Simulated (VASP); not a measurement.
Input of a VASP 6.6.1 run:

Contents of INCAR:

```
PREC = Accurate
ENCUT = 520
EDIFF = 1E-7
ISMEAR = -1
SIGMA = 0.1
LREAL = False
LASPH = True
NELM = 80
ALGO = Normal
ISIF = 2
LWAVE = False
LCHARG = False
GGA = PE
NBANDS = 12
```

KPOINTS

```
Automatic mesh
0
Gamma
  16 16 16
```

Contents of POSCAR:

```
Tl
1.0
    3.2485485952      0.0000000000      0.0000000000
    0.0000000000      3.2485485952      0.0000000000
    0.0000000000      0.0000000000      3.2485485952
Tl
1
Direct
    0.0000000000      0.0000000000      0.0000000000
```

Potentials or basis: VASP PAW PBE potentials, release 64 (Tl_d).

Run with:

```console
$ cat potpaw_PBE.64/Tl_d/POTCAR > POTCAR
$ mpirun -np 1 vasp_std > vasp.out
```

What does it give for the band gap on the k mesh?

Zero (an odd number of electrons rules out a gap without spin polarisation).

What does it give for the pressure?

0.1 GPa.

Caveat: spin-orbit coupling is left out, which moves the levels of the heavy elements.
